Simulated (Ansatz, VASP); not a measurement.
**One calculation of Ti, two programs**

Contents of INCAR:

```
SYSTEM = Ti
ALGO = Fast
EDIFF = 1E-6
ENCUT = 520
GGA = PE
ISIF = 2
ISMEAR = 0
LASPH = .TRUE.
LCHARG = .TRUE.
LELF = .TRUE.
LREAL = .FALSE.
LVHAR = .TRUE.
LWAVE = .FALSE.
NBANDS = 19
NELM = 80
PREC = Accurate
SIGMA = 0.15
```

Contents of KPOINTS:

```
k-points
0
G
  18 18 10
  0 0 0
```

The input POSCAR:

```
Ti
1.0
    2.9499978604      0.0000000000      0.0000000000
   -1.4749989302      2.5547730882      0.0000000000
    0.0000000000      0.0000000000      4.7797200000
Ti
2
Direct
    0.3333333333      0.6666666667      0.2500000000
    0.6666666667      0.3333333333      0.7500000000
```

Input for Ansatz:

```yaml
crystal:
  lattice:
    - [2.9499978604, 0.0, 0.0]
    - [-1.4749989302, 2.5547730882, 0.0]
    - [0.0, 0.0, 4.77972]
  atoms:
    - { symbol: Ti, position: [0.3333333333, 0.6666666667, 0.25] }
    - { symbol: Ti, position: [0.6666666667, 0.3333333333, 0.75] }
basis:
  ecutwfc: 420
kpoints:
  mp_grid: { grid: [18, 18, 10] }
hamiltonian:
  xc: pbe
scf:
  occupations: { method: gaussian, width: 0.15 }
output:
  forces: true
  stress: true
  eigenvalues: true
  write_density: true
  write_potential: true
  elf: true
  volumetric_format: npy
```

Change from the starting cell: strain +0.0200 x Voigt [0, 0, 1, 0, 0, 0], atoms carried along.

Alike in both runs: task single point; functional PBE; k mesh 18 × 18 × 10; occupations gaussian, width 0.15 eV; no spin polarisation.

|  | VASP | Ansatz |
| --- | --- | --- |
| version | VASP 6.6.1 | Ansatz 0.2.0 |
| potentials or method | VASP PAW PBE potentials, release 64 (Ti_sv), cutoff 520 eV | scalar-relativistic, plane waves, PAW |
| valence electrons in the cell | 24 | 24 |

|  | VASP | Ansatz | Ansatz less VASP |
| --- | --- | --- | --- |
| gap on the k mesh at the Fermi level (eV) | none | none | - |
| pressure (GPa) | -4.1 | -3.7 | +0.48 |
| traceless stress, the component that is largest in VASP (GPa) | -1.66 | -1.68 | -0.012 |

A gap of «none» marks a metal or a gap that the smearing closes. With one functional, cell and mesh, what is left measures potentials, basis and numerics.
